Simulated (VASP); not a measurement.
# BaTiO3 (Amm2) in VASP: single point with r2SCAN+U

Aim: the single point of BaTiO3 with r2SCAN+U.

Everything below comes from runs of VASP 6.6.1. Logs are shortened: lines on timing, memory, paths and dates and some standing lists are left out, and cuts for length are marked.

### Step 1. The cell of the first run

The structure is orthorhombic, space group Amm2 (No. 38). Conventional cell: a = 4.075 Å, b = 5.656 Å, c = 5.667 Å, α = 90.00°, β = 90.00°, γ = 90.00°. Within 3.7 Å of Ba (site symmetry mm2) lie 12 O at 2.78 to 2.89 Å and 8 Ti at 3.45 to 3.53 Å. Within 2.5 Å of Ti (site symmetry mm2) lie 6 O at 1.90 to 2.11 Å. O (site symmetry m) has 2 Ti at 1.90 to 2.11 Å within 2.5 Å. O (site symmetry mm2) has 2 Ti at 2.04 Å and 4 Ba at 2.78 to 2.89 Å and 8 O at 2.84 to 2.87 Å within 2.9 Å.

### Step 2. Single point, r2SCAN+U (uniaxial strain along a: +2.0 %)

POSCAR

```
BaTiO3
1.0
    4.0751040589      0.0000000000      0.0000000000
    0.0000000000      5.6563016104      0.0000000000
    0.0000000000      0.0000000000      5.6674700234
Ba Ti O
2 2 6
Direct
    0.0000000000      0.5000000000      0.5011449412
    0.0000000000      0.0000000000      0.0011449412
    0.5000000000      0.5000000000      0.0103078409
    0.5000000000      0.0000000000      0.5103078409
    0.5000000000      0.7463241102      0.2385061794
    0.5000000000      0.2536758898      0.2385061794
    0.0000000000      0.5000000000      0.9914348592
    0.5000000000      0.2463241102      0.7385061794
    0.5000000000      0.7536758898      0.7385061794
    0.0000000000      0.0000000000      0.4914348592
```

INCAR.step1

```
SYSTEM = BaTiO3
ALGO = Normal
EDIFF = 1E-4
ENCUT = 520
GGA = PE
ISMEAR = 0
LASPH = .True.
LCHARG = .False.
LDAU = .True.
LDAUJ = 0 0 0
LDAUL = -1 2 -1
LDAUTYPE = 2
LDAUU = 0 4 0
LMAXMIX = 4
LREAL = .False.
LWAVE = .True.
NBANDS = 51
NELM = 150
PREC = Accurate
SIGMA = 0.02
```

INCAR.step2

```
SYSTEM = BaTiO3
ALGO = Normal
EDIFF = 1E-6
ENCUT = 520
ISIF = 2
ISMEAR = 0
ISTART = 1
LASPH = .True.
LCHARG = .True.
LDAU = .True.
LDAUJ = 0 0 0
LDAUL = -1 2 -1
LDAUPRINT = 1
LDAUTYPE = 2
LDAUU = 0 4 0
LELF = .True.
LMAXMIX = 4
LMIXTAU = .True.
LREAL = .False.
LVHAR = .True.
LWAVE = .False.
METAGGA = R2SCAN
NBANDS = 51
NELM = 150
PREC = Accurate
SIGMA = 0.02
```

KPOINTS

```
k-points
0
Gamma
  6 4 4
  0 0 0
```

Potentials or basis: VASP PAW PBE potentials, release 64 (Ba_sv, Ti_sv, O).

The run is started by

```console
> cat potpaw_PBE.64/Ba_sv/POTCAR potpaw_PBE.64/Ti_sv/POTCAR potpaw_PBE.64/O/POTCAR > POTCAR
> cp INCAR.step1 INCAR
> mpirun -np 1 vasp_std > vasp.out
> cp INCAR.step2 INCAR
> mpirun -np 1 vasp_std > vasp.out
```

OUTCAR:

```text
SYSTEM = BaTiO3
   EDIFF = 1E-6
   ENCUT = 520
   ISIF = 2
   ISMEAR = 0
   ISTART = 1
   LASPH = .True.
   LREAL = .False.
   METAGGA = R2SCAN
   NELM = 150
   PREC = Accurate

 ion  position               nearest neighbor table
   1  0.000  0.500  0.501-   7 2.78  10 2.83  10 2.83   8 2.83   9 2.83   8 2.83   9 2.83   5 2.88
                             6 2.88   6 2.88   5 2.88   7 2.89   3 3.45   3 3.45   4 3.49   4 3.49
   2  0.000  0.000  0.001-  10 2.78   7 2.83   7 2.83   6 2.83   5 2.83   5 2.83   6 2.83   8 2.88
                             9 2.88   8 2.88   9 2.88  10 2.89   4 3.45   4 3.45   3 3.49   3 3.49
   3  0.500  0.500  0.010-   5 1.90   6 1.90   7 2.04   7 2.04   9 2.11   8 2.11   1 3.45   1 3.45
                             2 3.49   2 3.49   2 3.49   2 3.49   1 3.53   1 3.53
   4  0.500  0.000  0.510-   8 1.90   9 1.90  10 2.04  10 2.04   5 2.11   6 2.11   2 3.45   2 3.45
                             1 3.49   1 3.49   1 3.49   1 3.49   2 3.53   2 3.53
   5  0.500  0.746  0.239-   3 1.90   4 2.11   2 2.83   2 2.83   1 2.88   1 2.88
   6  0.500  0.254  0.239-   3 1.90   4 2.11   2 2.83   2 2.83   1 2.88   1 2.88
   7  0.000  0.500  0.991-   3 2.04   3 2.04   1 2.78   2 2.83   2 2.83   1 2.89
   8  0.500  0.246  0.739-   4 1.90   3 2.11   1 2.83   1 2.83   2 2.88   2 2.88
   9  0.500  0.754  0.739-   4 1.90   3 2.11   1 2.83   1 2.83   2 2.88   2 2.88
  10  0.000  0.000  0.491-   4 2.04   4 2.04   2 2.78   1 2.83   1 2.83   2 2.89

  LATTYP: Found a simple orthorhombic cell.
 ALAT       =     4.0751040589
 B/A-ratio  =     1.3880140307
 C/A-ratio  =     1.3907546756

  Lattice vectors:

 A1 = (   4.0751040589,   0.0000000000,   0.0000000000)
 A2 = (   0.0000000000,   5.6563016104,   0.0000000000)
 A3 = (   0.0000000000,   0.0000000000,   5.6674700234)

Analysis of symmetry for initial positions (statically):
=====================================================================
 Subroutine PRICEL returns following result:

  LATTYP: Found a base centered orthorhombic cell.
 ALAT       =     5.6563016104
 B/A-ratio  =     1.0019745080
 C/A-ratio  =     0.7204538123

  Lattice vectors:

 A1 = (   0.0000000000,   2.8281508052,  -2.8337350117)
 A2 = (   0.0000000000,   2.8281508052,   2.8337350117)
 A3 = (   4.0751040589,   0.0000000000,   0.0000000000)

[... 237 lines left out ...]

  o =  0.0950  v =  0.0000 -0.0000 -0.0000  1.0000 -0.0000  0.0000  0.0000  0.0000  0.0000  0.0000      0.0000  0.0000  0.0000  0.0000  0.0000  0.0000  0.0000  0.0000  0.0000  0.0000
  o =  0.0950  v =  0.0000  0.0000  0.0000  0.0000  0.0000  0.0000 -0.0000 -0.0000  1.0000 -0.0000      0.0000  0.0000  0.0000  0.0000  0.0000  0.0000  0.0000  0.0000  0.0000  0.0000
  o =  0.0961  v =  1.0000  0.0000  0.0000  0.0000  0.0000  0.0000  0.0000  0.0000  0.0000  0.0000      0.0000  0.0000  0.0000  0.0000  0.0000  0.0000  0.0000  0.0000  0.0000  0.0000
  o =  0.0961  v =  0.0000  0.0000  0.0000  0.0000  0.0000  1.0000  0.0000  0.0000  0.0000  0.0000      0.0000  0.0000  0.0000  0.0000  0.0000  0.0000  0.0000  0.0000  0.0000  0.0000
  o =  0.1033  v =  0.0000  0.0000  0.0000  0.0000  0.0000  0.0000 -0.0000  0.8826  0.0000  0.4701      0.0000  0.0000  0.0000  0.0000  0.0000  0.0000  0.0000  0.0000  0.0000  0.0000
  o =  0.1033  v =  0.0000 -0.0000  0.8826  0.0000  0.4701  0.0000  0.0000  0.0000  0.0000  0.0000      0.0000  0.0000  0.0000  0.0000  0.0000  0.0000  0.0000  0.0000  0.0000  0.0000
  o =  0.2256  v =  0.0000 -0.0000 -0.4701  0.0000  0.8826  0.0000  0.0000  0.0000  0.0000  0.0000      0.0000  0.0000  0.0000  0.0000  0.0000  0.0000  0.0000  0.0000  0.0000  0.0000
  o =  0.2256  v =  0.0000  0.0000  0.0000  0.0000  0.0000  0.0000 -0.0000 -0.4701  0.0000  0.8826      0.0000  0.0000  0.0000  0.0000  0.0000  0.0000  0.0000  0.0000  0.0000  0.0000
  o =  0.2441  v =  0.0000  0.0000  0.0000  0.0000  0.0000  0.0000 -1.0000  0.0000 -0.0000 -0.0000      0.0000  0.0000  0.0000  0.0000  0.0000  0.0000  0.0000  0.0000  0.0000  0.0000
  o =  0.2441  v =  0.0000 -1.0000  0.0000 -0.0000 -0.0000  0.0000  0.0000  0.0000  0.0000  0.0000      0.0000  0.0000  0.0000  0.0000  0.0000  0.0000  0.0000  0.0000  0.0000  0.0000

 number of electron      79.9999974 magnetization

 Free energy of the ion-electron system (eV)
  ---------------------------------------------------
  ext. energy  EPLUGINS =         0.00000000
  ---------------------------------------------------
  free energy    TOTEN  =      -143.26576410 eV

  energy without entropy =     -143.26576410  energy(sigma->0) =     -143.26576410

 E-fermi :   3.6272     XC(G=0): -11.8125

 val. band max:        3.5126400348   @ k =   0.5000   0.0000   0.0000
 cond. band min:       6.3117420479   @ k =   0.0000   0.0000   0.0000
 fundamental gap:      2.7991020131
 Fermi energy:         3.6272101429

 k-point     1 :       0.0000    0.0000    0.0000
  band No.  band energies     occupation
      1     -56.3797      2.00000
      2     -56.3776      2.00000
      3     -31.5502      2.00000
      4     -31.5470      2.00000
      5     -31.5034      2.00000
      6     -31.5000      2.00000
[... 1285 lines left out ...]
     50      11.1167      0.00000
     51      11.9108      0.00000

 [... further k-points ...]
[... 5 lines left out ...]
  --------------------------------------------------------------------------------------
  -------------------------------------------------------------------------------------
  Total       -1.1038735      3.3754915      3.1309737      0.0000000      0.0000000      0.0000000
  in kB      -13.5384640     41.3987380     38.3998482      0.0000000      0.0000000      0.0000000
  external PRESSURE =      22.0867074 kB  Pullay stress =       0.0000000 kB

 VOLUME and BASIS-vectors are now :
 -----------------------------------------------------------------------------
  energy-cutoff  :      520.00
  volume of cell :      130.64
      direct lattice vectors                 reciprocal lattice vectors
     4.075104059  0.000000000  0.000000000     0.245392507  0.000000000  0.000000000
     0.000000000  5.656301610  0.000000000     0.000000000  0.176793967  0.000000000
     0.000000000  0.000000000  5.667470023     0.000000000  0.000000000  0.176445574

 POSITION                                       TOTAL-FORCE (eV/Angst)
 -----------------------------------------------------------------------------------
      0.00000      2.82815      2.84022        -0.000000      0.000000     -0.024490
      0.00000      0.00000      0.00649        -0.000000      0.000000     -0.024490
      2.03755      2.82815      0.05842        -0.000000      0.000000     -0.610408
      2.03755      0.00000      2.89215        -0.000000      0.000000     -0.610408
      2.03755      4.22143      1.35173        -0.000000      0.319750      0.290800
      2.03755      1.43487      1.35173         0.000000     -0.319750      0.290800
      0.00000      2.82815      5.61893         0.000000      0.000000      0.053297
      2.03755      1.39328      4.18546        -0.000000      0.319750      0.290800
      2.03755      4.26302      4.18546         0.000000     -0.319750      0.290800
      0.00000      0.00000      2.78519         0.000000      0.000000      0.053297
 -----------------------------------------------------------------------------------
    total drift:                                0.000000     -0.000000     -0.008836

  FREE ENERGIE OF THE ION-ELECTRON SYSTEM (eV)
  ---------------------------------------------------
  free  energy   TOTEN  =      -143.2657640984 eV

  energy  without entropy=     -143.2657640984  energy(sigma->0) =     -143.26576410
```

OUTCAR.step1:

```text
SYSTEM = BaTiO3
   EDIFF = 1E-4
   ENCUT = 520
   GGA = PE
   ISMEAR = 0
[... 1572 lines left out ...]
      0.00000      2.82815      5.61893        -0.000000     -0.000000      0.022463
      2.03755      1.39328      4.18546         0.000000      0.328886      0.269382
      2.03755      4.26302      4.18546         0.000000     -0.328886      0.269382
      0.00000      0.00000      2.78519        -0.000000      0.000000      0.022463
 -----------------------------------------------------------------------------------
    total drift:                                0.000000     -0.000000     -0.002064

  FREE ENERGIE OF THE ION-ELECTRON SYSTEM (eV)
  ---------------------------------------------------
  free  energy   TOTEN  =       -74.5814398658 eV

  energy  without entropy=      -74.5814398658  energy(sigma->0) =      -74.58143987
```

OSZICAR.step1:

```text
N       E                     dE             d eps       ncg     rms          rms(c)
DAV:   1     0.101254006413E+04    0.10125E+04   -0.39803E+04  3672   0.170E+03
DAV:   2     0.490983558481E+02   -0.96344E+03   -0.90997E+03  4170   0.488E+02
DAV:   3    -0.888862112912E+02   -0.13798E+03   -0.13598E+03  4965   0.182E+02
DAV:   4    -0.980156393589E+02   -0.91294E+01   -0.91099E+01  5552   0.437E+01
DAV:   5    -0.984452497788E+02   -0.42961E+00   -0.42935E+00  5184   0.783E+00    0.329E+01
DAV:   6    -0.736442566230E+02    0.24801E+02   -0.11858E+02  5394   0.742E+01    0.125E+01
DAV:   7    -0.746774933646E+02   -0.10332E+01   -0.18883E+01  4929   0.184E+01    0.776E+00
DAV:   8    -0.745551593557E+02    0.12233E+00   -0.25122E+00  5218   0.950E+00    0.279E+00
DAV:   9    -0.745712843096E+02   -0.16125E-01   -0.35722E-01  5259   0.386E+00    0.150E+00
DAV:  10    -0.746071721486E+02   -0.35888E-01   -0.21833E-01  4726   0.251E+00    0.135E+00
DAV:  11    -0.745817412050E+02    0.25431E-01   -0.75636E-02  5139   0.243E+00    0.284E-01
DAV:  12    -0.745814530688E+02    0.28814E-03   -0.50281E-03  4568   0.493E-01    0.107E-01
DAV:  13    -0.745814113610E+02    0.41708E-04   -0.11055E-03  4906   0.190E-01    0.565E-02
DAV:  14    -0.745814398658E+02   -0.28505E-04   -0.11207E-04  2461   0.638E-02
   1 F= -.74581440E+02 E0= -.74581440E+02  d E =-.119751E-12
```

Wall time 33 min (1 thread of Intel Xeon 8259CL, shared host); peak memory 0.38 GiB.

What came out:

```
Free energy            : -143.2658 eV
Pressure               : 2.2 GPa
Largest force          : 0.610 eV/Å
Band gap on the k mesh : 2.80 eV
```

Forces on the atoms (eV/Å):
```
Ba   0.000  0.000 -0.024
Ba   0.000  0.000 -0.024
Ti   0.000  0.000 -0.610
Ti   0.000  0.000 -0.610
O    0.000  0.320  0.291
O    0.000 -0.320  0.291
O    0.000  0.000  0.053
O    0.000  0.320  0.291
O    0.000 -0.320  0.291
O    0.000  0.000  0.053
```

Levels at points of the mesh, in eV from the valence-band top:
| k point | band 38 | band 39 | band 40 | band 41 | band 42 | band 43 |
| --- | --- | --- | --- | --- | --- | --- |
| (0.00, 0.00, 0.00) | -0.33 | -0.30 | -0.11 | 2.80 | 2.84 | 2.94 |
| (0.50, 0.00, 0.00) | -0.03 | -0.01 | 0.00 | 3.08 | 4.23 | 4.29 |
| (0.00, 0.50, 0.00) | -0.98 | -0.53 | -0.53 | 3.63 | 3.63 | 3.79 |
| (0.50, 0.50, 0.00) | -0.65 | -0.44 | -0.44 | 4.15 | 4.15 | 4.49 |
| (0.00, 0.00, 0.50) | -0.94 | -0.54 | -0.54 | 3.67 | 3.67 | 3.76 |
| (0.50, 0.00, 0.50) | -0.65 | -0.44 | -0.44 | 4.22 | 4.22 | 4.51 |
| (0.00, 0.50, 0.50) | -0.86 | -0.85 | -0.85 | 2.99 | 2.99 | 4.29 |
| (0.50, 0.50, 0.50) | -1.00 | -0.11 | -0.11 | 4.29 | 4.29 | 4.46 |

Eigenvalues of the final occupation matrices:
```
    site  spin  trace               eigenvalues
site 3 d     1   0.76  0.09 0.10 0.10 0.23 0.24
site 3 d     2   0.76  0.09 0.10 0.10 0.23 0.24
site 4 d     1   0.76  0.09 0.10 0.10 0.23 0.24
site 4 d     2   0.76  0.09 0.10 0.10 0.23 0.24
```

Caveat: the cell differs from its parent crystal (uniaxial strain along a: +2.0 %); the stress differs along the axes, from -1 to 4 GPa; the PAW data sets were made with another functional, which shifts forces and pressure a little; spin-orbit coupling is left out, which moves the levels of the heavy elements. A k mesh can miss the band edges.
